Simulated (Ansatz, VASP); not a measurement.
**Ru in VASP and in Ansatz**

```
Ru
1.0
     2.72003    0.00000    0.00000
    -1.36001    2.35561    0.00000
     0.00000    0.00000    4.29677
Ru
2
Direct
  0.33333 0.66667 0.25000
  0.66667 0.33333 0.75000
```

Alike in both runs: task single point; functional PBE; k mesh 30 × 30 × 16; occupations gaussian, width 0.15 eV; no spin polarisation.

|  | VASP | Ansatz |
| --- | --- | --- |
| version | VASP 6.6.1 | Ansatz 0.2.0 |
| potentials or method | VASP PAW PBE potentials, release 64 (Ru_pv), cutoff 520 eV | scalar-relativistic, plane waves, PAW |
| valence electrons in the cell | 28 | 32 |

VASP gave:

* gap on the k mesh at the Fermi level (eV): none
* pressure (GPa): -0.1
* traceless stress, the component that is largest in VASP (GPa): -0.47

Task: Estimate Ansatz's values.

Result: gap on the k mesh at the Fermi level (eV): none; pressure (GPa): 0.0; traceless stress, the component that is largest in VASP (GPa): -0.48.

A gap of «none» marks a metal or a gap that the smearing closes. VASP's potentials hold 28 valence electrons a cell and Ansatz's 32, so a difference there can come from the potentials and not from the codes.
